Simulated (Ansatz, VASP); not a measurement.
**One calculation of TiAl3, two programs**

```xyz
4
Lattice="-1.8721 1.8721 4.1933 1.8721 -1.8721 4.1933 1.8721 1.8721 -4.1933" Properties=species:S:1:pos:R:3 pbc="T T T"
Ti    0.0000    0.0000    0.0000
Al    1.8721    0.0000    2.0966
Al    0.0000    1.8721    2.0966
Al    0.0000    0.0000    4.1933
```

Alike in both runs: task single point; functional LDA; k mesh 10 × 10 × 10; occupations fermi-dirac, width 0.05 eV; no spin polarisation.

|  | VASP | Ansatz |
| --- | --- | --- |
| version | VASP 6.6.1 | Ansatz 0.2.0 |
| potentials or method | VASP PAW LDA potentials, release 64 (Ti_sv, Al) | Ansatz PAW |
| plane-wave cutoff (eV) | 520 | 420 |
| valence electrons in the cell | 21 | 21 |

```tsv
	VASP	Ansatz	Ansatz less VASP
gap on the k mesh at the Fermi level (eV)	none	none	-
pressure (GPa)	3.8	3.7	-0.11
traceless stress, the component that is largest in VASP (GPa)	0.04	0.05	+0.012
```

LDA's correlation is that of Perdew and Zunger in VASP and of Perdew and Wang (1992) in Ansatz. A gap of «none» marks a metal or a gap that the smearing closes.
